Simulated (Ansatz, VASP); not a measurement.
## Re in VASP and in Ansatz

Contents of INCAR:

```
ALGO = Normal
EDIFF = 1E-7
ENCUT = 520
ISIF = 2
ISMEAR = -1
LASPH = T
LCHARG = F
LREAL = F
LWAVE = F
NBANDS = 14
NELM = 80
PREC = Accurate
SIGMA = 0.05
```

The input KPOINTS:

```
k-points
0
Gamma
  11 11 6
```

Contents of POSCAR:

```
Re
1.0
    2.7971304821      0.0000000000      0.0000000000
   -1.3985652410      2.4223860552      0.0000000000
    0.0000000000      0.0000000000      4.5168672541
Re
2
Direct
    0.6666666667      0.3333333333      0.7500000000
    0.3333333333      0.6666666667      0.2500000000
```

Contents of input.yaml:

```yaml
crystal:
  lattice:
    - [2.7971304821, 0.0, 0.0]
    - [-1.398565241, 2.4223860552, 0.0]
    - [0.0, 0.0, 4.5168672541]
  atoms:
    - { symbol: Re, position: [0.6666666667, 0.3333333333, 0.75] }
    - { symbol: Re, position: [0.3333333333, 0.6666666667, 0.25] }
hamiltonian:
  xc: lda
  pseudopotentials: { kind: paw }
kpoints:
  mp_grid: { grid: [11, 11, 6] }
scf:
  occupations: { method: fermi_dirac, width: 0.05 }
output:
  forces: true
  stress: true
  eigenvalues: true
```

Alike in both runs: task single point; functional LDA; k mesh 11 × 11 × 6; occupations fermi-dirac, width 0.05 eV; no spin polarisation.

```csv
,VASP,Ansatz
version,VASP 6.6.1,Ansatz 0.2.0
potentials or method,"VASP PAW LDA potentials, release 64 (Re)",Ansatz PAW
plane-wave cutoff (eV),520,420
valence electrons in the cell,14,30
```

|  | VASP | Ansatz | Ansatz less VASP |
| --- | --- | --- | --- |
| gap on the k mesh at the Fermi level (eV) | none | none | - |
| pressure (GPa) | -22.2 | -23.0 | -0.77 |
| traceless stress, the component that is largest in VASP (GPa) | -0.41 | -0.27 | +0.134 |

LDA's correlation is that of Perdew and Zunger in VASP and of Perdew and Wang (1992) in Ansatz. A gap of «none» marks a metal or a gap that the smearing closes. VASP's potentials hold 14 valence electrons a cell and Ansatz's 30, so a difference there can come from the potentials and not from the codes.

Spin-orbit coupling is off throughout.
